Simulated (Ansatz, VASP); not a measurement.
# Two plane-wave programs on GaP

```
Ga P
1.0
     0.00000    2.72525    2.72525
     2.72525    0.00000    2.72525
     2.72525    2.72525    0.00000
Ga P
1 1
Direct
  0.00000 0.00000 0.00000
  0.75000 0.75000 0.75000
```

Alike in both runs: task single point; functional PBE0; dispersion D3(BJ); k mesh 4 × 4 × 4; no spin polarisation.

|  | VASP | Ansatz |
| --- | --- | --- |
| version | VASP 6.6.1 | Ansatz 0.2.0 |
| potentials or method | VASP PAW PBE potentials, release 64 (Ga_d, P) | Ansatz PAW |
| plane-wave cutoff (eV) | 520 | 420 |
| occupations | gaussian, width 0.01 eV | fixed |
| valence electrons in the cell | 18 | 18 |

Ansatz gave:

```
gap on the k mesh at the Fermi level (eV) : 2.99
least direct gap on the mesh (eV)         : 3.53
pressure (GPa)                            : -2.0
```

Problem. Estimate VASP's values.

Solution. gap on the k mesh at the Fermi level (eV): 3.04; least direct gap on the mesh (eV): 3.58; pressure (GPa): -2.2.

The k mesh is coarse, so the values compare programs but aren't converged.
